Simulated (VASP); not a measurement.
CdTe:

```xyz
2
Lattice="0.0000 3.2800 3.2800 3.2800 0.0000 3.2800 3.2800 3.2800 0.0000" Properties=species:S:1:pos:R:3 pbc="T T T"
Cd    0.0000    0.0000    0.0000
Te    1.6400    1.6400    1.6400
```

Base run:

| Item | Value |
| --- | --- |
| Program | VASP 6.6.1 |
| Functional | r2SCAN |
| Potentials or basis | VASP PAW PBE potentials, release 64 (Cd, Te) |
| Cutoff | 520 eV |
| k mesh | 4 × 4 × 4 |
| Occupations | gaussian, width 0.01 eV |
| Spin | no spin polarisation |

Its results: band gap on the k mesh 1.14 eV, direct; pressure 0.3 GPa.

Question: The run is repeated on the same cell with these changes: functional from r2SCAN to PBE. What comes out?

Answer: Band gap on the k mesh 0.65 eV, direct; pressure 1.3 GPa.

r2SCAN gives the wider gap, since meta-GGAs in the generalised Kohn-Sham scheme recover part of the derivative discontinuity.

Caveats: spin-orbit coupling is left out, which moves the levels of the heavy elements; the PAW data sets were made with another functional, which shifts forces and pressure a little (some runs).

